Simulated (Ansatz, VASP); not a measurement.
**Ta: VASP beside Ansatz**

```
Ta
1.0
    -1.61400    1.61400    1.61400
     1.61400   -1.61400    1.61400
     1.61400    1.61400   -1.61400
Ta
1
Direct
  0.00000 0.00000 0.00000
```

Alike in both runs: task single point; functional PBE; k mesh 20 × 20 × 20; occupations gaussian, width 0.15 eV; no spin polarisation.

```csv
,VASP,Ansatz
version,VASP 6.6.1,Ansatz 0.2.0
potentials or method,"VASP PAW PBE potentials, release 64 (Ta_pv), cutoff 520 eV","scalar-relativistic, plane waves, PAW"
valence electrons in the cell,11,13
```

|  | VASP | Ansatz | Ansatz less VASP |
| --- | --- | --- | --- |
| gap on the k mesh at the Fermi level (eV) | none | none | - |
| pressure (GPa) | 19.6 | 19.3 | -0.26 |

A gap of «none» marks a metal or a gap that the smearing closes. VASP's potentials hold 11 valence electrons a cell and Ansatz's 13, so a difference there can come from the potentials and not from the codes.

Spin-orbit coupling is off throughout.
